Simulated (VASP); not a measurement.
# Cd4S (P6/mmm) in VASP: further runs

Cd4S is run at these levels: PBE; tasks: single point, relaxation of cell and atoms.

All numbers are computed with VASP 6.6.1; they aren't measurements. Logs are shortened: lines on timing, memory, paths and dates and some standing lists are left out, and cuts for length are marked.

### Step 1. The cell of the first run

Symmetry: P6/mmm, No. 191, hexagonal system. The conventional cell has a = 5.971 Å, b = 5.971 Å, c = 5.096 Å, α = 90.00°, β = 90.00°, γ = 120.00°. Within 3.9 Å of Cd (site symmetry mmm) lie 6 Cd at 2.99 Å. Cd (site symmetry 6/mmm) has 2 S at 2.55 Å and 6 Cd at 2.99 Å within 3.4 Å. Within 3.4 Å of S (site symmetry 6/mmm) lie 2 Cd at 2.55 Å.

### Step 2. Single point, PBE

INCAR reads:

```
ALGO = Normal ; EDIFF = 1E-6
ENCUT = 520 ; GGA = PE
ISIF = 2 ; ISMEAR = 0
LASPH = T ; LCHARG = F
LREAL = F ; LWAVE = F
NBANDS = 35 ; NELM = 80
PREC = Accurate ; SIGMA = 0.1
```

KPOINTS reads:

```
k-points
0
Gamma
  6 6 4
```

POSCAR reads:

```
Cd4S
1.0
    5.9709445746     -0.0000000030      0.0000000000
   -2.9854722847      5.1709896877      0.0000000000
    0.0000000000      0.0000000000      5.0958099063
Cd S
4 1
Direct
    0.5000000000      0.0000000000      0.0000000000
    0.0000000000      0.5000000000      0.0000000000
    0.5000000000      0.5000000000      0.0000000000
    0.0000000000      0.0000000000      0.0000000000
    0.0000000000      0.0000000000      0.5000000000
```

Potentials or basis: VASP PAW PBE potentials, release 64 (Cd, S).

Started as:

```sh
cat potpaw_PBE.64/Cd/POTCAR potpaw_PBE.64/S/POTCAR > POTCAR
mpirun -np 1 vasp_std > vasp.out
```

OUTCAR:

```text
EDIFF = 1E-6
   ENCUT = 520
   GGA = PE
   ISIF = 2
   ISMEAR = 0
   LASPH = T
   LREAL = F
   NELM = 80
   PREC = Accurate

 ion  position               nearest neighbor table
   1  0.500  0.000  0.000-   4 2.99   4 2.99   3 2.99   3 2.99   2 2.99   2 2.99
   2  0.000  0.500  0.000-   3 2.99   3 2.99   4 2.99   4 2.99   1 2.99   1 2.99
   3  0.500  0.500  0.000-   2 2.99   2 2.99   1 2.99   1 2.99   4 2.99   4 2.99
   4  0.000  0.000  0.000-   5 2.55   5 2.55   1 2.99   1 2.99   2 2.99   2 2.99   3 2.99   3 2.99

   5  0.000  0.000  0.500-   4 2.55   4 2.55

  LATTYP: Found a hexagonal cell.
 ALAT       =     5.9709445746
 C/A-ratio  =     0.8534344680

  Lattice vectors:

 A1 = (   5.9709445746,  -0.0000000030,   0.0000000000)
 A2 = (  -2.9854722847,   5.1709896877,   0.0000000000)
 A3 = (   0.0000000000,   0.0000000000,   5.0958099063)

Analysis of symmetry for initial positions (statically):
=====================================================================
 Subroutine PRICEL returns:
 Original cell was already a primitive cell.

 Routine SETGRP: Setting up the symmetry group for a
 hexagonal supercell.

 Subroutine GETGRP returns: Found 24 space group operations
 (whereof 24 operations were pure point group operations)
 out of a pool of 24 trial point group operations.

The static configuration has the point symmetry D_6h.

Analysis of symmetry for dynamics (positions and initial velocities):
=====================================================================
 Subroutine PRICEL returns:
 Original cell was already a primitive cell.

 Routine SETGRP: Setting up the symmetry group for a
 hexagonal supercell.

 Subroutine GETGRP returns: Found 24 space group operations
 (whereof 24 operations were pure point group operations)
 out of a pool of 24 trial point group operations.

The dynamic configuration has the point symmetry D_6h.

 Subroutine INISYM returns: Found 24 space group operations
 (whereof 24 operations are pure point group operations),
 and found     1 'primitive' translations

----------------------------------------------------------------------------------------

                                     Primitive cell

  volume of cell :     157.3367

  direct lattice vectors                    reciprocal lattice vectors
     5.970944575 -0.000000003  0.000000000     0.167477689  0.096693289  0.000000000
    -2.985472285  5.170989688  0.000000000     0.000000000  0.193386578  0.000000000
     0.000000000  0.000000000  5.095809906     0.000000000  0.000000000  0.196239659

  length of vectors
     5.970944575  5.970944575  5.095809906     0.193386578  0.193386578  0.196239659

  position of ions in fractional coordinates (direct lattice)
     0.500000000  0.000000000  0.000000000
     0.000000000  0.500000000  0.000000000
     0.500000000  0.500000000  0.000000000
     0.000000000  0.000000000  0.000000000
     0.000000000  0.000000000  0.500000000

  ion indices of the primitive-cell ions
   primitive index   ion index
                 1           1
                 2           2
                 3           3
                 4           4
                 5           5

----------------------------------------------------------------------------------------

 KPOINTS: k-points

Automatic generation of k-mesh.
 Grid dimensions read from file:
 generate k-points for:    6    6    4

 Generating k-lattice:

  Cartesian coordinates                     Fractional coordinates (reciprocal lattice)
     0.027912948  0.016115548  0.000000000     0.166666667 -0.000000000  0.000000000
     0.000000000  0.032231096  0.000000000     0.000000000  0.166666667  0.000000000
     0.000000000  0.000000000  0.049059915     0.000000000  0.000000000  0.250000000

  Length of vectors
     0.032231096  0.032231096  0.049059915

  Shift w.r.t. Gamma in fractional coordinates (k-lattice)
     0.000000000  0.000000000  0.000000000

 Subroutine IBZKPT returns following result:
 ===========================================

 Found     21 irreducible k-points:

 Following reciprocal coordinates:
            Coordinates               Weight
  0.000000  0.000000  0.000000      1.000000
  0.166667 -0.000000  0.000000      6.000000
  0.333333 -0.000000  0.000000      6.000000
  0.500000 -0.000000  0.000000      3.000000
  0.166667  0.166667  0.000000      6.000000
  0.333333  0.166667  0.000000     12.000000
[... 13 lines left out ...]
  0.333333  0.166667  0.500000     12.000000
  0.333333  0.333333  0.500000      2.000000
   k-points           NKPTS =     21   k-points in BZ     NKDIM =     21   number of bands    NBANDS=     35
   number of dos      NEDOS =    301   number of ions     NIONS =      5
   total plane-waves  NPLWV =  92160
   dimension x,y,z NGX =    48 NGY =   48 NGZ =   40
   dimension x,y,z NGXF=    96 NGYF=   96 NGZF=   80
   ions per type =               4   1
   NGX,Y,Z   is equivalent  to a cutoff of  13.36, 13.36, 13.05 a.u.
   NGXF,Y,Z  is equivalent  to a cutoff of  26.73, 26.73, 26.10 a.u.
 SYSTEM =  unknown system
   PREC   = accura    normal or accurate (medium, high low for compatibility)
   ISTART =      0    job   : 0-new  1-cont  2-samecut
   ICHARG =      2    charge: 1-file 2-atom 10-const
   ISPIN  =      1    spin polarized calculation?
   LNONCOLLINEAR =      F non collinear calculations
   LSORBIT =      F    spin-orbit coupling
   LASPH  =      T    aspherical Exc in radial PAW
   ENCUT  =  520.0 eV  38.22 Ry    6.18 a.u.  11.10 11.10  9.47*2*pi/ulx,y,z
   NELM   =     80;   NELMIN=  2; NELMDL= -5     # of ELM steps
   EDIFF  = 0.1E-05   stopping-criterion for ELM
   LREAL  =      F    real-space projection
   EDIFFG = 0.1E-04   stopping-criterion for IOM
   NSW    =      0    number of steps for IOM
   IBRION =     -1    ionic relax: 0-MD 1-quasi-New 2-CG
   NFREE  =      0    steps in history (QN), initial steepest desc. (CG)
   ISIF   =      2    stress and relaxation
   ISYM   =      2    0-nonsym 1-usesym 2-fastsym
   POTIM  = 0.5000    time-step for ionic-motion
   TEBEG  =    0.0;   TEEND  =   0.0 temperature during run
   PSTRESS=    0.0 pullay stress
   NELECT =      54.0000    total number of electrons
   NUPDOWN=      -1.0000    fix difference up-down
   EMIN   =  10.00;   EMAX   =-10.00  energy-range for DOS
   EFERMI =   0.00;   METHOD = LEGACY
   ISMEAR =     0;   SIGMA  =   0.10  broadening in eV -4-tet -1-fermi 0-gaus
   EFERMI_NEDOS =   21; number of points for ismear=-14 and -15
   IALGO  =     38    algorithm
   IMIX   =      4    mixing-type and parameters
     AMIX     =   0.40;   BMIX     =  1.00
     AMIX_MAG =   1.60;   BMIX_MAG =  1.00
  volume/ion in A,a.u.               =      31.47       212.35
  Fermi-wavevector in a.u.,A,eV,Ry     =   1.146206  2.166016 17.875182  1.313789
  Thomas-Fermi vector in A             =   2.282892
   LORBIT       =      0    0 simple, 1 ext, 2 COOP (PROOUT), +10 PAW based schemes
   GGA     = PE    functional components
   LHFCALC =     F    Hartree Fock is set to
   AEXX    =    0.0000 exact exchange contribution
   IVDW    =     0    specifies the selected vdW correction
   LEPSILON=     F    determine dielectric tensor
   LRPA    =     F    only Hartree local field effects (RPA)
 non-spin polarized calculation
 Gauss-broadening in eV      SIGMA  =   0.10
  energy-cutoff  :      520.00
  volume of cell :      157.34
 maximum number of plane-waves:      4263
 NGX is ok and might be reduce to    48
   NGX = 23   NGY = 23   NGZ = 19

 number of electron      53.9999977 magnetization

 Free energy of the ion-electron system (eV)
  ---------------------------------------------------
  ext. energy  EPLUGINS =         0.00000000
  ---------------------------------------------------
  free energy    TOTEN  =        -6.35844455 eV

  energy without entropy =       -6.34005834  energy(sigma->0) =       -6.34925144

 E-fermi :   0.6605     XC(G=0):  -8.4639

 val. band max:        0.6540448544   @ k =   0.3333  -0.0000   0.2500
 cond. band min:       0.7228025950   @ k =   0.1667  -0.0000   0.0000
 fundamental gap:      0.0687577406
 Fermi energy:         0.6604703110

 k-point     1 :       0.0000    0.0000    0.0000
  band No.  band energies     occupation
      1     -11.3876      2.00000
      2      -8.9518      2.00000
      3      -8.9518      2.00000
      4      -8.9428      2.00000
      5      -8.7806      2.00000
      6      -8.4063      2.00000
[... 27 lines left out ...]
     34       6.6963      0.00000
     35       6.6963      0.00000

 k-point     2 :       0.1667   -0.0000    0.0000
  band No.  band energies     occupation
      1     -11.3832      2.00000
      2      -8.9116      2.00000
      3      -8.8677      2.00000
      4      -8.8618      2.00000
      5      -8.7068      2.00000
      6      -8.3766      2.00000
[... 27 lines left out ...]
     34       6.4354      0.00000
     35       6.4619      0.00000

 k-point     3 :       0.3333   -0.0000    0.0000
  band No.  band energies     occupation
      1     -11.3745      2.00000
      2      -8.8093      2.00000
      3      -8.6386      2.00000
      4      -8.6369      2.00000
      5      -8.5989      2.00000
      6      -8.3126      2.00000
[... 27 lines left out ...]
     34       6.1527      0.00000
     35       7.1171      0.00000
[... 609 lines left out ...]
 k-point    20 :       0.3333    0.1667    0.5000
  band No.  band energies     occupation
      1     -10.8947      2.00000
      2      -8.6803      2.00000
      3      -8.5806      2.00000
      4      -8.5562      2.00000
      5      -8.3889      2.00000
      6      -8.3610      2.00000
[... 27 lines left out ...]
     34       6.7489      0.00000
     35       6.9772      0.00000

 k-point    21 :       0.3333    0.3333    0.5000
  band No.  band energies     occupation
      1     -10.8951      2.00000
      2      -8.4857      2.00000
      3      -8.4747      2.00000
      4      -8.4747      2.00000
      5      -8.4552      2.00000
      6      -8.3196      2.00000
[... 27 lines left out ...]
     34       7.3728      0.00000
     35       8.8513      0.00000

------------------------ aborting loop because EDIFF is reached ----------------------------------------

  FORCE on cell =-STRESS in cart. coord.  units (eV):
  Direction    XX          YY          ZZ          XY          YZ          ZX
  --------------------------------------------------------------------------------------
  -------------------------------------------------------------------------------------
  Total        0.1364707      0.1364707     -0.0318506      0.0000000      0.0000000      0.0000000
  in kB        1.3896970      1.3896970     -0.3243379      0.0000000      0.0000000      0.0000000
  external PRESSURE =       0.8183520 kB  Pullay stress =       0.0000000 kB

 VOLUME and BASIS-vectors are now :
 -----------------------------------------------------------------------------
  energy-cutoff  :      520.00
  volume of cell :      157.34
      direct lattice vectors                 reciprocal lattice vectors
     5.970944575 -0.000000003  0.000000000     0.167477689  0.096693289  0.000000000
    -2.985472285  5.170989688  0.000000000     0.000000000  0.193386578  0.000000000
     0.000000000  0.000000000  5.095809906     0.000000000  0.000000000  0.196239659

 POSITION                                       TOTAL-FORCE (eV/Angst)
 -----------------------------------------------------------------------------------
      2.98547     -0.00000      0.00000        -0.000000      0.000000      0.000000
     -1.49274      2.58549      0.00000        -0.000000      0.000000      0.000000
      1.49274      2.58549      0.00000        -0.000000      0.000000      0.000000
      0.00000      0.00000      0.00000         0.000000      0.000000      0.000000
      0.00000      0.00000      2.54790        -0.000000      0.000000      0.000000
 -----------------------------------------------------------------------------------
    total drift:                               -0.000000      0.000000      0.000000

  FREE ENERGIE OF THE ION-ELECTRON SYSTEM (eV)
  ---------------------------------------------------
  free  energy   TOTEN  =        -6.3584445463 eV

  energy  without entropy=       -6.3400583397  energy(sigma->0) =       -6.34925144
```

Wall time 1.9 min (1 thread of AMD EPYC 9R45 (Zen 5), shared host); peak memory 0.29 GiB.

Results:

| Quantity | Value |
| --- | --- |
| Free energy | -6.3584 eV |
| Pressure | 0.1 GPa |
| Band gap on the k mesh | zero (band 27 reaches 1.19 eV, above the bottom of band 28 at 0.30 eV) |

### Step 3. Single point, PBE

This run uses another cell than the first one, of 28.32 Å³/atom, 0.900 times its volume.

INCAR reads:

```
SYSTEM = Cd4S
ALGO = Normal
EDIFF = 1E-6
ENCUT = 520
GGA = PE
ISIF = 2
ISMEAR = 0
LASPH = .TRUE.
LCHARG = .TRUE.
LELF = .TRUE.
LREAL = .FALSE.
LVHAR = .TRUE.
LWAVE = .FALSE.
NBANDS = 35
NELM = 60
PREC = Accurate
SIGMA = 0.1
```

KPOINTS reads:

```
k-points
0
G
  6 6 4
  0 0 0
```

Changes to POSCAR since step 2:

```diff
@@ -2,5 +2,5 @@
 1.0
-    5.9709445746     -0.0000000030      0.0000000000
-   -2.9854722847      5.1709896877      0.0000000000
-    0.0000000000      0.0000000000      5.0958099063
+    5.7260332100      0.0000000000      0.0000000000
+   -2.8630166000      4.9588902200      0.0000000000
+    0.0000000000      0.0000000000      4.9873986000
 Cd S
```

Potentials or basis: VASP PAW PBE potentials, release 64 (Cd, S).

Started as:

```sh
cat potpaw_PBE.64/Cd/POTCAR potpaw_PBE.64/S/POTCAR > POTCAR
mpirun -np 1 vasp_std > vasp.out
```

It took 2 min on 1 thread of AMD EPYC 9R45 (Zen 5), shared host; peak memory 0.28 GiB.

The run converged. Its results:

- Free energy: -6.1577 eV
- Pressure: 4.3 GPa
- Band gap on the k mesh: zero (band 27 reaches 2.20 eV, above the bottom of band 28 at 0.71 eV)

Stress tensor (GPa, compression positive):
```
4.85 0.00 0.00
0.00 4.85 0.00
0.00 0.00 3.32
```

Levels at points of the mesh, in eV from the Fermi level:
```tsv
k point	band 24	band 25	band 26	band 27	band 28	band 29	band 30	band 31
(0.00, 0.00, 0.00)	-2.56	-2.56	-0.74	0.94	0.94	0.98	0.98	1.41
(0.50, 0.00, 0.00)	-3.34	-2.85	-1.26	-1.04	0.22	2.39	4.14	4.65
(0.00, 0.00, 0.50)	-1.35	-1.35	-0.73	-0.73	-0.55	-0.28	1.42	1.42
(0.50, 0.00, 0.50)	-2.15	-2.05	-1.50	-1.48	1.78	1.84	2.28	5.15
```

(Continued in part 2 of 2.)
